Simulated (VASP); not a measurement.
# Au (I4/mmm) in VASP: a series of runs

The runs below take Au through single point, with LDA.

All numbers are computed with VASP 6.6.1; they aren't measurements. Logs are shortened: lines on timing, memory, paths and dates and some standing lists are left out, and cuts for length are marked.

## 1. The cell of the first run

It takes space group I4/mmm (No. 139, tetragonal). The conventional cell has a = 2.722 Å, b = 2.722 Å, c = 4.620 Å, α = 90.00°, β = 90.00°, γ = 90.00°. Au (site symmetry 4/mmm) has 12 Au at 2.72 to 3.01 Å within 3.6 Å.

## 2. Single point, LDA

INCAR reads:

```
SYSTEM = Au
PREC     = Accurate       ! precision mode
ENCUT    = 520            ! plane-wave cutoff, eV
EDIFF    = 1E-6           ! SCF threshold, eV
ISMEAR   = 0              ! smearing method
SIGMA    = 0.15           ! smearing width, eV
LREAL    = .False.        ! projectors in reciprocal space
LASPH    = .True.         ! aspherical terms in the spheres
NELM     = 80             ! most SCF steps
ALGO     = Fast           ! electronic algorithm
ISIF     = 2              ! what is computed and relaxed
LWAVE    = .False.        ! write WAVECAR
LCHARG   = .False.        ! write CHGCAR
GGA      = CA             ! functional
NBANDS   = 12             ! bands
```

KPOINTS reads:

```
regular mesh
0
Gamma
  22 22 22
  0 0 0
```

POSCAR reads:

```
Au
1.0
    0.0000000000      1.9248891971      2.3098670365
    1.9248891971      0.0000000000      2.3098670365
    1.9248891971      1.9248891971      0.0000000000
Au
1
Direct
    0.0000000000      0.0000000000      0.0000000000
```

Potentials or basis: VASP PAW LDA potentials, release 64 (Au).

The run is started by

```
$ cat potpaw_LDA.64/Au/POTCAR > POTCAR
$ mpirun -np 1 vasp_std > vasp.out
```

OUTCAR:

```text
SYSTEM = Au
   PREC = Accurate
   ENCUT = 520
   EDIFF = 1E-6
   ISMEAR = 0
   LREAL = .False.
   LASPH = .True.
   NELM = 80
   ISIF = 2
   GGA = CA

 ion  position               nearest neighbor table
   1  0.000  0.000  0.000-

  LATTYP: Found a body centered tetragonal cell.
 ALAT       =     2.7222044086
 C/A-ratio  =     1.6970562748

  Lattice vectors:

 A1 = (  -1.9248891971,   0.0000000000,   2.3098670365)
 A2 = (   1.9248891971,   0.0000000000,   2.3098670365)
 A3 = (   0.0000000000,   1.9248891971,  -2.3098670365)

Analysis of symmetry for initial positions (statically):
=====================================================================
 Subroutine PRICEL returns:
 Original cell was already a primitive cell.

 Routine SETGRP: Setting up the symmetry group for a
 body centered tetragonal supercell.

 Subroutine GETGRP returns: Found 16 space group operations
 (whereof 16 operations were pure point group operations)
 out of a pool of 16 trial point group operations.

The static configuration has the point symmetry D_4h.

Analysis of symmetry for dynamics (positions and initial velocities):
=====================================================================
 Subroutine PRICEL returns:
 Original cell was already a primitive cell.

 Routine SETGRP: Setting up the symmetry group for a
 body centered tetragonal supercell.

 Subroutine GETGRP returns: Found 16 space group operations
 (whereof 16 operations were pure point group operations)
 out of a pool of 16 trial point group operations.

The dynamic configuration has the point symmetry D_4h.

 Subroutine INISYM returns: Found 16 space group operations
 (whereof 16 operations are pure point group operations),
 and found     1 'primitive' translations

----------------------------------------------------------------------------------------

                                     Primitive cell

  volume of cell :      17.1170

  direct lattice vectors                    reciprocal lattice vectors
     0.000000000  1.924889197  2.309867037    -0.259755211  0.259755211  0.216462676
     1.924889197  0.000000000  2.309867037     0.259755211 -0.259755211  0.216462676
     1.924889197  1.924889197  0.000000000     0.259755211  0.259755211 -0.216462676

  length of vectors
     3.006773046  3.006773046  2.722204409     0.426382023  0.426382023  0.426382023

  position of ions in fractional coordinates (direct lattice)
     0.000000000  0.000000000  0.000000000

  ion indices of the primitive-cell ions
   primitive index   ion index
                 1           1

----------------------------------------------------------------------------------------

 KPOINTS: regular mesh

Automatic generation of k-mesh.
 Grid dimensions read from file:
 generate k-points for:   22   22   22

 Generating k-lattice:

  Cartesian coordinates                     Fractional coordinates (reciprocal lattice)
    -0.011807055  0.011807055  0.009839213     0.045454545  0.000000000  0.000000000
     0.011807055 -0.011807055  0.009839213     0.000000000  0.045454545  0.000000000
     0.011807055  0.011807055 -0.009839213    -0.000000000 -0.000000000  0.045454545

  Length of vectors
     0.019381001  0.019381001  0.019381001

  Shift w.r.t. Gamma in fractional coordinates (k-lattice)
     0.000000000  0.000000000  0.000000000

 Subroutine IBZKPT returns following result:
 ===========================================

 Found    834 irreducible k-points:

 Following reciprocal coordinates:
            Coordinates               Weight
  0.000000  0.000000  0.000000      1.000000
  0.045455  0.000000  0.000000      8.000000
  0.090909  0.000000  0.000000      8.000000
  0.136364  0.000000  0.000000      8.000000
  0.181818 -0.000000  0.000000      8.000000
  0.227273  0.000000  0.000000      8.000000
[... 16 lines left out ...]
  0.500000  0.045455  0.000000      8.000000
 -0.454545  0.045455  0.000000      8.000000
 [... further k-points ...]
   k-points           NKPTS =    834   k-points in BZ     NKDIM =    834   number of bands    NBANDS=     12
   number of dos      NEDOS =    301   number of ions     NIONS =      1
   total plane-waves  NPLWV =  11520
   dimension x,y,z NGX =    24 NGY =   24 NGZ =   20
   dimension x,y,z NGXF=    48 NGYF=   48 NGZF=   40
   ions per type =               1
   NGX,Y,Z   is equivalent  to a cutoff of  13.27, 13.27, 12.21 a.u.
   NGXF,Y,Z  is equivalent  to a cutoff of  26.54, 26.54, 24.43 a.u.
 SYSTEM =  Au
   PREC   = accura    normal or accurate (medium, high low for compatibility)
   ISTART =      0    job   : 0-new  1-cont  2-samecut
   ICHARG =      2    charge: 1-file 2-atom 10-const
   ISPIN  =      1    spin polarized calculation?
   LNONCOLLINEAR =      F non collinear calculations
   LSORBIT =      F    spin-orbit coupling
   LASPH  =      T    aspherical Exc in radial PAW
   ENCUT  =  520.0 eV  38.22 Ry    6.18 a.u.   5.59  5.59  5.06*2*pi/ulx,y,z
   NELM   =     80;   NELMIN=  2; NELMDL= -5     # of ELM steps
   EDIFF  = 0.1E-05   stopping-criterion for ELM
   LREAL  =      F    real-space projection
   EDIFFG = 0.1E-04   stopping-criterion for IOM
   NSW    =      0    number of steps for IOM
   IBRION =     -1    ionic relax: 0-MD 1-quasi-New 2-CG
   NFREE  =      0    steps in history (QN), initial steepest desc. (CG)
   ISIF   =      2    stress and relaxation
   ISYM   =      2    0-nonsym 1-usesym 2-fastsym
   POTIM  = 0.5000    time-step for ionic-motion
   TEBEG  =    0.0;   TEEND  =   0.0 temperature during run
   PSTRESS=    0.0 pullay stress
   NELECT =      11.0000    total number of electrons
   NUPDOWN=      -1.0000    fix difference up-down
   EMIN   =  10.00;   EMAX   =-10.00  energy-range for DOS
   EFERMI =   0.00;   METHOD = LEGACY
   ISMEAR =     0;   SIGMA  =   0.15  broadening in eV -4-tet -1-fermi 0-gaus
   EFERMI_NEDOS =   21; number of points for ismear=-14 and -15
   IALGO  =     68    algorithm
   IMIX   =      4    mixing-type and parameters
     AMIX     =   0.40;   BMIX     =  1.00
     AMIX_MAG =   1.60;   BMIX_MAG =  1.00
  volume/ion in A,a.u.               =      17.12       115.51
  Fermi-wavevector in a.u.,A,eV,Ry     =   1.412742  2.669696 27.155058  1.995840
  Thomas-Fermi vector in A             =   2.534459
   LORBIT       =      0    0 simple, 1 ext, 2 COOP (PROOUT), +10 PAW based schemes
   GGA     = CA    functional components
   LHFCALC =     F    Hartree Fock is set to
   AEXX    =    0.0000 exact exchange contribution
   IVDW    =     0    specifies the selected vdW correction
   LEPSILON=     F    determine dielectric tensor
   LRPA    =     F    only Hartree local field effects (RPA)
 non-spin polarized calculation
 RMM-DIIS sequential band-by-band and
 Gauss-broadening in eV      SIGMA  =   0.15
  energy-cutoff  :      520.00
  volume of cell :       17.12
 maximum number of plane-waves:       479
   NGX = 11   NGY = 11   NGZ = 11

 number of electron      10.9999999 magnetization

 Free energy of the ion-electron system (eV)
  ---------------------------------------------------
  ext. energy  EPLUGINS =         0.00000000
  ---------------------------------------------------
  free energy    TOTEN  =        -4.38347303 eV

  energy without entropy =       -4.37990456  energy(sigma->0) =       -4.38168879

 E-fermi :   9.1733     XC(G=0): -12.9495

 val. band max:        9.1701953710   @ k =   0.4091   0.0000   0.4091
 cond. band min:       9.1911757748   @ k =  -0.4545   0.2273   0.1364
 fundamental gap:      0.0209804039
 Fermi energy:         9.1733094037

 k-point     1 :       0.0000    0.0000    0.0000
  band No.  band energies     occupation
      1      -0.6519      2.00000
      2       3.3977      2.00000
      3       4.9549      2.00000
      4       5.2199      2.00000
      5       5.2199      2.00000
      6       6.8904      2.00000
      7      24.1858      0.00000
      8      25.6138      0.00000
      9      28.6066      0.00000
     10      28.6066      0.00000
     11      33.0131      0.00000
     12      33.3931      0.00000

 k-point     2 :       0.0455    0.0000    0.0000
  band No.  band energies     occupation
      1      -0.5785      2.00000
      2       3.4234      2.00000
      3       4.9595      2.00000
      4       5.1934      2.00000
      5       5.2422      2.00000
      6       6.8623      2.00000
      7      24.2635      0.00000
      8      25.6416      0.00000
      9      28.1451      0.00000
     10      28.6989      0.00000
     11      32.6103      0.00000
     12      33.5546      0.00000

 k-point     3 :       0.0909    0.0000    0.0000
  band No.  band energies     occupation
      1      -0.3622      2.00000
      2       3.4962      2.00000
      3       4.9336      2.00000
      4       5.1665      2.00000
      5       5.3058      2.00000
      6       6.7831      2.00000
      7      24.4507      0.00000
      8      25.5678      0.00000
      9      27.3109      0.00000
     10      28.9622      0.00000
     11      31.2496      0.00000
     12      34.5395      0.00000
[... 286 lines left out ...]
 k-point    23 :       0.5000    0.0455    0.0000
  band No.  band energies     occupation
      1       1.9752      2.00000
      2       3.7183      2.00000
      3       5.2502      2.00000
      4       6.9802      2.00000
      5       7.0764      2.00000
      6       8.5386      2.00000
      7      12.6237      0.00000
      8      21.4086      0.00000
      9      26.1971      0.00000
     10      28.3125      0.00000
     11      31.2745      0.00000
     12      35.8262      0.00000

 k-point    24 :      -0.4545    0.0455    0.0000
  band No.  band energies     occupation
      1       1.9819      2.00000
      2       3.7304      2.00000
      3       5.2381      2.00000
      4       6.9397      2.00000
      5       6.9639      2.00000
      6       8.7047      1.99999
      7      12.6227      0.00000
      8      21.4049      0.00000
      9      26.1410      0.00000
     10      28.5411      0.00000
     11      31.2063      0.00000
     12      35.7491      0.00000

 [... further k-points ...]

------------------------ aborting loop because EDIFF is reached ----------------------------------------

  FORCE on cell =-STRESS in cart. coord.  units (eV):
  Direction    XX          YY          ZZ          XY          YZ          ZX
  --------------------------------------------------------------------------------------
  -------------------------------------------------------------------------------------
  Total        0.1260451      0.1260451     -1.0585899      0.0000000     -0.0000000     -0.0000000
  in kB       11.7979880     11.7979880    -99.0854493      0.0000000     -0.0000000     -0.0000000
  external PRESSURE =     -25.1631578 kB  Pullay stress =       0.0000000 kB

 VOLUME and BASIS-vectors are now :
 -----------------------------------------------------------------------------
  energy-cutoff  :      520.00
  volume of cell :       17.12
      direct lattice vectors                 reciprocal lattice vectors
     0.000000000  1.924889197  2.309867037    -0.259755211  0.259755211  0.216462676
     1.924889197  0.000000000  2.309867037     0.259755211 -0.259755211  0.216462676
     1.924889197  1.924889197  0.000000000     0.259755211  0.259755211 -0.216462676

 POSITION                                       TOTAL-FORCE (eV/Angst)
 -----------------------------------------------------------------------------------
      0.00000      0.00000      0.00000         0.000000      0.000000      0.000000
 -----------------------------------------------------------------------------------
    total drift:                                0.000000      0.000000     -0.000000

  FREE ENERGIE OF THE ION-ELECTRON SYSTEM (eV)
  ---------------------------------------------------
  free  energy   TOTEN  =        -4.3834730274 eV

  energy  without entropy=       -4.3799045613  energy(sigma->0) =       -4.38168879
```

Run time: 82 s. Hardware: 1 thread of Intel Xeon Platinum 8488C (Sapphire Rapids), shared host; peak memory 0.27 GiB.

Results:

- Free energy: -4.3835 eV
- Pressure: -2.5 GPa
- Band gap on the k mesh: zero (an odd number of electrons rules out a gap without spin polarisation)

Caveat: the stress differs along the axes, from -10 to 1 GPa; spin-orbit coupling is left out, which moves the levels of the heavy elements.

## 3. Single point, LDA

This run uses another cell than the first one, of the same volume but with other edges.

INCAR reads:

```
SYSTEM = Au
PREC     = Accurate       ! precision mode
ENCUT    = 520            ! plane-wave cutoff, eV
EDIFF    = 1E-7           ! SCF threshold, eV
ISMEAR   = 0              ! smearing method
SIGMA    = 0.15           ! smearing width, eV
LREAL    = .FALSE.        ! projectors in reciprocal space
LASPH    = .TRUE.         ! aspherical terms in the spheres
NELM     = 80             ! most SCF steps
ALGO     = Fast           ! electronic algorithm
ISIF     = 2              ! what is computed and relaxed
LWAVE    = .FALSE.        ! write WAVECAR
LCHARG   = .FALSE.        ! write CHGCAR
NBANDS   = 12             ! bands
```

KPOINTS reads:

```
regular mesh
0
G
  22 22 22
  0 0 0
```

POSCAR reads:

```
Au
1.0
    0.0000000000      1.8742104990      2.4364736487
    1.8742104990      0.0000000000      2.4364736487
    1.8742104990      1.8742104990      0.0000000000
Au
1
Direct
    0.0000000000      0.0000000000      0.0000000000
```

Potentials or basis: VASP PAW LDA potentials, release 64 (Au).

The run is started by

```
$ cat potpaw_LDA.64/Au/POTCAR > POTCAR
$ mpirun -np 1 vasp_std > vasp.out
```

It took 93 s on 1 thread of Intel Xeon Platinum 8488C (Sapphire Rapids), shared host; peak memory 0.26 GiB.

The run converged. Its results:

| Item | Value |
| --- | --- |
| Free energy | -4.2938 eV |
| Pressure | 1.7 GPa |
| Band gap on the k mesh | zero (an odd number of electrons rules out a gap without spin polarisation) |

Stress tensor (GPa, compression positive):
```
  8.70   0.00   0.00
  0.00   8.70   0.00
  0.00   0.00 -12.19
```

Levels at points of the mesh, in eV from the Fermi level:
| k point | band 3 | band 4 | band 5 | band 6 | band 7 | band 8 | band 9 | band 10 |
| --- | --- | --- | --- | --- | --- | --- | --- | --- |
| (0.00, 0.00, 0.00) | -4.70 | -3.53 | -3.53 | -1.89 | 15.29 | 15.55 | 19.89 | 19.89 |
| (0.50, 0.00, 0.00) | -3.68 | -2.16 | -1.79 | -0.70 | 3.65 | 11.37 | 17.80 | 20.49 |
| (0.50, 0.50, 0.00) | -1.74 | -1.74 | -1.57 | -1.23 | 2.16 | 13.35 | 13.35 | 20.24 |
| (0.50, 0.00, 0.50) | -2.83 | -2.35 | -0.40 | 2.80 | 8.31 | 9.06 | 9.15 | 17.20 |

Caveat: the stress differs along the axes, from -12 to 9 GPa; spin-orbit coupling is left out, which moves the levels of the heavy elements.

(Continued in part 2 of 2.)

The gap in the log of VASP goes by the Fermi energy; the results here count the filled bands.